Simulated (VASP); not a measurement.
# Ir (Fm-3m) in VASP: single point with r2SCAN

Aim: the single point of Ir with r2SCAN.

All numbers are computed with VASP 6.6.1; they aren't measurements. Logs are shortened: lines on timing, memory, paths and dates and some standing lists are left out, and cuts for length are marked.

### 1 The cell of the first run

The structure is cubic, space group Fm-3m (No. 225). The conventional cell has a = 3.870 Å, b = 3.870 Å, c = 3.870 Å, α = 90.00°, β = 90.00°, γ = 90.00°. Within 3.6 Å of Ir (site symmetry m-3m) lie 12 Ir at 2.74 Å.

### 2 Single point, r2SCAN (14.49 Å³/atom)

Contents of POSCAR:

```
Ir
1.0
    0.0000000000      1.9347773839      1.9347773839
    1.9347773839      0.0000000000      1.9347773839
    1.9347773839      1.9347773839      0.0000000000
Ir
1
Direct
    0.0000000000      0.0000000000      0.0000000000
```

Contents of INCAR.step1:

```
ALGO = Normal
EDIFF = 1E-5
ENCUT = 550
GGA = PE
GGA_COMPAT = False
ISMEAR = 0
LASPH = True
LCHARG = False
LREAL = False
LWAVE = True
NBANDS = 14
NELM = 120
PREC = Accurate
SIGMA = 0.05
```

Contents of INCAR.step2:

```
ALGO = Normal
EDIFF = 1E-6
ENCUT = 550
GGA_COMPAT = False
ISIF = 2
ISMEAR = 0
ISTART = 1
LASPH = True
LCHARG = False
LMIXTAU = True
LREAL = False
LWAVE = False
METAGGA = R2SCAN
NBANDS = 14
NELM = 120
PREC = Accurate
SIGMA = 0.05
```

Contents of KPOINTS:

```
k-points
0
Gamma
  20 20 20
```

Potentials or basis: VASP PAW PBE potentials, release 64 (Ir_sv_GW).

Command:

```console
$ cat potpaw_PBE.64/Ir_sv_GW/POTCAR > POTCAR
$ cp INCAR.step1 INCAR
$ mpirun -np 1 vasp_std > vasp.out
$ cp INCAR.step2 INCAR
$ mpirun -np 1 vasp_std > vasp.out
```

OUTCAR:

```text
EDIFF = 1E-6
   ENCUT = 550
   ISIF = 2
   ISMEAR = 0
   ISTART = 1
   LASPH = True
   LREAL = False
   METAGGA = R2SCAN
   NELM = 120
   PREC = Accurate

 ion  position               nearest neighbor table
   1  0.000  0.000  0.000-

  LATTYP: Found a face centered cubic cell.
 ALAT       =     3.8695547678

  Lattice vectors:

 A1 = (   0.0000000000,   1.9347773839,   1.9347773839)
 A2 = (   1.9347773839,   0.0000000000,   1.9347773839)
 A3 = (   1.9347773839,   1.9347773839,   0.0000000000)

Analysis of symmetry for initial positions (statically):
=====================================================================
 Subroutine PRICEL returns:
 Original cell was already a primitive cell.

 Routine SETGRP: Setting up the symmetry group for a
 face centered cubic supercell.

 Subroutine GETGRP returns: Found 48 space group operations
 (whereof 48 operations were pure point group operations)
 out of a pool of 48 trial point group operations.

The static configuration has the point symmetry O_h .

Analysis of symmetry for dynamics (positions and initial velocities):
=====================================================================
 Subroutine PRICEL returns:
 Original cell was already a primitive cell.

 Routine SETGRP: Setting up the symmetry group for a
 face centered cubic supercell.

 Subroutine GETGRP returns: Found 48 space group operations
 (whereof 48 operations were pure point group operations)
 out of a pool of 48 trial point group operations.

The dynamic configuration has the point symmetry O_h .

 Subroutine INISYM returns: Found 48 space group operations
 (whereof 48 operations are pure point group operations),
 and found     1 'primitive' translations

----------------------------------------------------------------------------------------

                                     Primitive cell

  volume of cell :      14.4852

  direct lattice vectors                    reciprocal lattice vectors
     0.000000000  1.934777384  1.934777384    -0.258427664  0.258427664  0.258427664
     1.934777384  0.000000000  1.934777384     0.258427664 -0.258427664  0.258427664
     1.934777384  1.934777384  0.000000000     0.258427664  0.258427664 -0.258427664

  length of vectors
     2.736188416  2.736188416  2.736188416     0.447609844  0.447609844  0.447609844

  position of ions in fractional coordinates (direct lattice)
     0.000000000  0.000000000  0.000000000

  ion indices of the primitive-cell ions
   primitive index   ion index
                 1           1

----------------------------------------------------------------------------------------

 KPOINTS: k-points

Automatic generation of k-mesh.
 Grid dimensions read from file:
 generate k-points for:   20   20   20

 Generating k-lattice:

  Cartesian coordinates                     Fractional coordinates (reciprocal lattice)
    -0.012921383  0.012921383  0.012921383     0.050000000  0.000000000  0.000000000
     0.012921383 -0.012921383  0.012921383     0.000000000  0.050000000  0.000000000
     0.012921383  0.012921383 -0.012921383     0.000000000  0.000000000  0.050000000

  Length of vectors
     0.022380492  0.022380492  0.022380492

  Shift w.r.t. Gamma in fractional coordinates (k-lattice)
     0.000000000  0.000000000  0.000000000

 Subroutine IBZKPT returns following result:
 ===========================================

 Found    256 irreducible k-points:

 Following reciprocal coordinates:
            Coordinates               Weight
  0.000000  0.000000  0.000000      1.000000
  0.050000  0.000000  0.000000      8.000000
  0.100000  0.000000  0.000000      8.000000
  0.150000  0.000000  0.000000      8.000000
  0.200000  0.000000  0.000000      8.000000
  0.250000  0.000000  0.000000      8.000000
[... 16 lines left out ...]
 -0.400000  0.050000  0.000000     24.000000
 -0.350000  0.050000  0.000000     24.000000
 [... further k-points ...]
   k-points           NKPTS =    256   k-points in BZ     NKDIM =    256   number of bands    NBANDS=     14
   number of dos      NEDOS =    301   number of ions     NIONS =      1
   total plane-waves  NPLWV =  13824
   dimension x,y,z NGX =    24 NGY =   24 NGZ =   24
   dimension x,y,z NGXF=    48 NGYF=   48 NGZF=   48
   ions per type =               1
   NGX,Y,Z   is equivalent  to a cutoff of  14.58, 14.58, 14.58 a.u.
   NGXF,Y,Z  is equivalent  to a cutoff of  29.16, 29.16, 29.16 a.u.
 SYSTEM =  unknown system
   PREC   = accura    normal or accurate (medium, high low for compatibility)
   ISTART =      1    job   : 0-new  1-cont  2-samecut
   ICHARG =      0    charge: 1-file 2-atom 10-const
   ISPIN  =      1    spin polarized calculation?
   LNONCOLLINEAR =      F non collinear calculations
   LSORBIT =      F    spin-orbit coupling
   LASPH  =      T    aspherical Exc in radial PAW
   ENCUT  =  550.0 eV  40.42 Ry    6.36 a.u.   5.23  5.23  5.23*2*pi/ulx,y,z
   NELM   =    120;   NELMIN=  2; NELMDL=  0     # of ELM steps
   EDIFF  = 0.1E-05   stopping-criterion for ELM
   LREAL  =      F    real-space projection
   EDIFFG = 0.1E-04   stopping-criterion for IOM
   NSW    =      0    number of steps for IOM
   IBRION =     -1    ionic relax: 0-MD 1-quasi-New 2-CG
   NFREE  =      0    steps in history (QN), initial steepest desc. (CG)
   ISIF   =      2    stress and relaxation
   ISYM   =      2    0-nonsym 1-usesym 2-fastsym
   POTIM  = 0.5000    time-step for ionic-motion
   TEBEG  =    0.0;   TEEND  =   0.0 temperature during run
   PSTRESS=    0.0 pullay stress
   NELECT =      17.0000    total number of electrons
   NUPDOWN=      -1.0000    fix difference up-down
   EMIN   =  10.00;   EMAX   =-10.00  energy-range for DOS
   EFERMI =   0.00;   METHOD = LEGACY
   ISMEAR =     0;   SIGMA  =   0.05  broadening in eV -4-tet -1-fermi 0-gaus
   EFERMI_NEDOS =   21; number of points for ismear=-14 and -15
   IALGO  =     38    algorithm
   IMIX   =      4    mixing-type and parameters
     AMIX     =   0.40;   BMIX     =  1.00
     AMIX_MAG =   1.60;   BMIX_MAG =  1.00
  volume/ion in A,a.u.               =      14.49        97.75
  Fermi-wavevector in a.u.,A,eV,Ry     =   1.726832  3.263240 40.571885  2.981949
  Thomas-Fermi vector in A             =   2.802070
   LORBIT       =      0    0 simple, 1 ext, 2 COOP (PROOUT), +10 PAW based schemes
   METAGGA = R2SCAN    functional components
   LHFCALC =     F    Hartree Fock is set to
   AEXX    =    0.0000 exact exchange contribution
   IVDW    =     0    specifies the selected vdW correction
   LEPSILON=     F    determine dielectric tensor
   LRPA    =     F    only Hartree local field effects (RPA)
 non-spin polarized calculation
 Gauss-broadening in eV      SIGMA  =   0.05
  energy-cutoff  :      550.00
  volume of cell :       14.49
 maximum number of plane-waves:       444
 NGX is ok and might be reduce to    24
   NGX = 11   NGY = 11   NGZ = 11

 number of electron      17.0000000 magnetization

 Free energy of the ion-electron system (eV)
  ---------------------------------------------------
  ext. energy  EPLUGINS =         0.00000000
  ---------------------------------------------------
  free energy    TOTEN  =       -52.90185378 eV

  energy without entropy =      -52.90125966  energy(sigma->0) =      -52.90155672

 E-fermi :  12.1321     XC(G=0): -15.7250

 val. band max:       12.1296302986   @ k =   0.4000   0.3500   0.0000
 cond. band min:      12.1407757907   @ k =   0.5000   0.4000   0.1000
 fundamental gap:      0.0111454921
 Fermi energy:        12.1320547586

 k-point     1 :       0.0000    0.0000    0.0000
  band No.  band energies     occupation
      1     -82.7708      2.00000
      2     -38.6008      2.00000
      3     -38.6008      2.00000
      4     -38.6008      2.00000
      5       0.9639      2.00000
      6       8.3496      2.00000
      7       8.3496      2.00000
      8       8.3496      2.00000
      9      10.9548      2.00000
     10      10.9548      2.00000
     11      26.5468      0.00000
     12      32.2083      0.00000
     13      32.2083      0.00000
     14      32.2083      0.00000

 k-point     2 :       0.0500    0.0000    0.0000
  band No.  band energies     occupation
      1     -82.7691      2.00000
      2     -38.6206      2.00000
      3     -38.6035      2.00000
      4     -38.6035      2.00000
      5       1.0782      2.00000
      6       8.2880      2.00000
      7       8.3985      2.00000
      8       8.3985      2.00000
      9      10.9230      2.00000
     10      10.9230      2.00000
     11      26.7434      0.00000
     12      31.6847      0.00000
     13      32.3965      0.00000
     14      32.3965      0.00000

 k-point     3 :       0.1000    0.0000    0.0000
  band No.  band energies     occupation
      1     -82.7650      2.00000
      2     -38.6788      2.00000
      3     -38.6117      2.00000
      4     -38.6117      2.00000
      5       1.4118      2.00000
      6       8.1249      2.00000
      7       8.5301      2.00000
      8       8.5301      2.00000
      9      10.8490      2.00000
     10      10.8490      2.00000
     11      27.2943      0.00000
     12      30.5258      0.00000
     13      32.9487      0.00000
     14      32.9487      0.00000
[... 324 lines left out ...]
 k-point    23 :      -0.4000    0.0500    0.0000
  band No.  band energies     occupation
      1     -82.7087      2.00000
      2     -39.3239      2.00000
      3     -38.7228      2.00000
      4     -38.7018      2.00000
      5       4.1626      2.00000
      6       8.2306      2.00000
      7       8.3549      2.00000
      8      10.1897      2.00000
      9      12.5577      0.00000
     10      13.3056      0.00000
     11      21.0890      0.00000
     12      26.8738      0.00000
     13      32.1766      0.00000
     14      33.2262      0.00000

 k-point    24 :      -0.3500    0.0500    0.0000
  band No.  band energies     occupation
      1     -82.7150      2.00000
      2     -39.2509      2.00000
      3     -38.7141      2.00000
      4     -38.6881      2.00000
      5       4.1197      2.00000
      6       8.3747      2.00000
      7       8.4812      2.00000
      8       9.1981      2.00000
      9      12.0297      1.99620
     10      12.8168      0.00000
     11      22.7464      0.00000
     12      27.4801      0.00000
     13      33.0054      0.00000
     14      34.6027      0.00000

 [... further k-points ...]

------------------------ aborting loop because EDIFF is reached ----------------------------------------

  FORCE on cell =-STRESS in cart. coord.  units (eV):
  Direction    XX          YY          ZZ          XY          YZ          ZX
  --------------------------------------------------------------------------------------
  -------------------------------------------------------------------------------------
  Total       -0.8430570     -0.8430570     -0.8430570     -0.0000000      0.0000000      0.0000000
  in kB      -93.2490667    -93.2490667    -93.2490667     -0.0000000      0.0000000      0.0000000
  external PRESSURE =     -93.2490667 kB  Pullay stress =       0.0000000 kB

 VOLUME and BASIS-vectors are now :
 -----------------------------------------------------------------------------
  energy-cutoff  :      550.00
  volume of cell :       14.49
      direct lattice vectors                 reciprocal lattice vectors
     0.000000000  1.934777384  1.934777384    -0.258427664  0.258427664  0.258427664
     1.934777384  0.000000000  1.934777384     0.258427664 -0.258427664  0.258427664
     1.934777384  1.934777384  0.000000000     0.258427664  0.258427664 -0.258427664

 POSITION                                       TOTAL-FORCE (eV/Angst)
 -----------------------------------------------------------------------------------
      0.00000      0.00000      0.00000         0.000000      0.000000      0.000000
 -----------------------------------------------------------------------------------
    total drift:                                0.000000      0.000000     -0.000000

  FREE ENERGIE OF THE ION-ELECTRON SYSTEM (eV)
  ---------------------------------------------------
  free  energy   TOTEN  =       -52.9018537750 eV

  energy  without entropy=      -52.9012596600  energy(sigma->0) =      -52.90155672
```

Run time: 1.7 min. Hardware: 1 thread of Intel Xeon Platinum 8488C (Sapphire Rapids), shared host; peak memory 0.2 GiB.

Results:

```
Free energy            : -52.9019 eV
Pressure               : -9.3 GPa
Band gap on the k mesh : zero (an odd number of electrons rules out a gap without spin polarisation)
```

Caveat: the cell stands under tension; the PAW data sets were made with another functional, which shifts forces and pressure a little; spin-orbit coupling is left out, which moves the levels of the heavy elements.
